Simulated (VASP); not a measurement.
Input of a VASP 6.6.1 run:

File INCAR:

```
SYSTEM = Cd
PREC     = Accurate       ! precision mode
ENCUT    = 520            ! plane-wave cutoff, eV
EDIFF    = 1E-7           ! SCF threshold, eV
ISMEAR   = -1             ! smearing method
SIGMA    = 0.08           ! smearing width, eV
LREAL    = .False.        ! projectors in reciprocal space
LASPH    = .True.         ! aspherical terms in the spheres
NELM     = 60             ! most SCF steps
ALGO     = Normal         ! electronic algorithm
ISIF     = 2              ! what is computed and relaxed
LWAVE    = .False.        ! write WAVECAR
LCHARG   = .False.        ! write CHGCAR
GGA      = PE             ! functional
NBANDS   = 19             ! bands
```

Contents of KPOINTS:

```
regular mesh
0
Gamma
  12 12 12
  0 0 0
```

Contents of POSCAR:

```
Cd
1.0
    0.0000000000      3.2520892034      3.2520892034
    3.2520892034      0.0000000000      3.2520892034
    3.2520892034      3.2520892034      0.0000000000
Cd
2
Direct
   -0.1250000000     -0.1250000000     -0.1250000000
    0.1250000000      0.1250000000      0.1250000000
```

Potentials or basis: VASP PAW PBE potentials, release 64 (Cd).

Run with:

```bash
$ cat potpaw_PBE.64/Cd/POTCAR > POTCAR
$ mpirun -np 1 vasp_std > vasp.out
```

(1) Estimate the pressure.

(2) Predict the band gap on the k mesh.

Results:

(1) 1.8 GPa.

(2) zero (bands 12 and 13 overlap by 5.10 eV).
